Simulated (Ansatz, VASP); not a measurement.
## SnS2: VASP beside Ansatz

```xyz
3
Lattice="3.6608 0.0000 0.0000 -1.8304 3.1703 0.0000 0.0000 0.0000 5.9618" Properties=species:S:1:pos:R:3 pbc="T T T"
Sn    0.0000    0.0000    0.0000
S     0.0000    2.1135    1.4642
S     1.8304    1.0568    4.4976
```

Alike in both runs: task single point; functional HSE06; k mesh 6 × 6 × 2; no spin polarisation.

```csv
,VASP,Ansatz
version,VASP 6.6.1,Ansatz 0.2.0
potentials or method,"VASP PAW PBE potentials, release 64 (Sn_d, S)","plane waves, PAW"
plane-wave cutoff (eV),400,420
occupations,"gaussian, width 0.01 eV",fixed
valence electrons in the cell,26,26
```

```tsv
	VASP	Ansatz	Ansatz less VASP
gap on the k mesh at the Fermi level (eV)	2.43	2.42	-0.009
pressure (GPa)	-0.3	-0.1	+0.20
rms of the force components (eV/Å)	0.125	0.120	-0.0047
```

Atom by atom the forces differ by 0.005 eV/Å (rms over components). Ansatz's warnings: stress exchange threshold loose, stress scf threshold loose.

The k mesh is coarse, so the values compare programs but aren't converged.
